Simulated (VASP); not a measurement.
# Cu: single point with PBEsol

The system is Cu.

```xyz
1
Lattice="3.7470 0.0000 0.0000 0.0000 3.7470 0.0000 0.0000 0.0000 3.6073" Properties=species:S:1:pos:R:3 pbc="T T T"
Cu    0.0000    0.0000    0.0000
```

```json
{
  "Program": "VASP 6.6.1",
  "Task": "single point",
  "Functional": "PBEsol",
  "Potentials or basis": "VASP PAW PBE potentials, release 64 (Cu)",
  "Cutoff": "520 eV",
  "k mesh": "8 × 8 × 8",
  "Occupations": "methfessel-paxton, width 0.1 eV",
  "Spin": "no spin polarisation"
}
```

* Pressure: -5.2 GPa
* Band gap on the k mesh: zero (an odd number of electrons rules out a gap without spin polarisation)

Stress tensor (GPa, compression positive):
```
-4.85  0.00  0.00
 0.00 -4.85  0.00
 0.00  0.00 -5.94
```

Levels at points of the mesh, in eV from the Fermi level:
| k point | band 3 | band 4 | band 5 | band 6 | band 7 | band 8 |
| --- | --- | --- | --- | --- | --- | --- |
| (0.00, 0.00, 0.00) | -1.01 | -0.71 | -0.71 | -0.71 | 7.95 | 7.95 |
| (0.50, 0.00, 0.00) | -0.79 | -0.78 | -0.70 | -0.09 | 1.55 | 9.42 |
| (0.50, 0.50, 0.00) | -0.77 | -0.77 | -0.65 | 1.38 | 3.29 | 3.29 |
| (0.00, 0.00, 0.50) | -0.81 | -0.81 | -0.70 | 0.13 | 1.60 | 9.67 |
| (0.50, 0.00, 0.50) | -0.80 | -0.77 | -0.64 | 1.68 | 3.30 | 3.54 |
| (0.50, 0.50, 0.50) | -0.92 | -0.64 | -0.63 | 3.42 | 4.86 | 5.12 |

Run time: 28 s on 1 thread of Intel Xeon 8259CL, on a shared host, peak memory 0.18 GiB.

Caveat: the cell stands under tension; the PAW data sets were made with another functional, which shifts forces and pressure a little.
